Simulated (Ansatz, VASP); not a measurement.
**One calculation of Bi, two programs**

```
Bi
1.0
     3.49058    0.00000    0.00000
     0.00000    3.49058    0.00000
     0.00000    0.00000   23.40460
Bi
4
Direct
  0.25000 0.25000 0.35023
  0.75000 0.75000 0.44592
  0.25000 0.25000 0.55408
  0.75000 0.75000 0.64977
```

Alike in both runs: functional PBEsol; k mesh 11 × 11 × 1; occupations fermi-dirac, width 0.05 eV; no spin polarisation.

Ansatz relaxed the structure, and its values are those at the end. VASP's run is a single point on that final structure, the one shown.

|  | VASP | Ansatz |
| --- | --- | --- |
| version | VASP 6.6.1 | Ansatz 0.2.0 |
| potentials or method | VASP PAW PBE potentials, release 64 (Bi_d), cutoff 520 eV | all-electron LAPW, scalar-relativistic |

```csv
,VASP,Ansatz,Ansatz less VASP
rms of the force components (eV/Å),0.005,0.004,-0.0005
```

VASP's potentials were made for PBE, not for PBEsol. Ansatz ran all-electron here, and VASP with PAW potentials.

Neither program's run includes spin-orbit coupling.
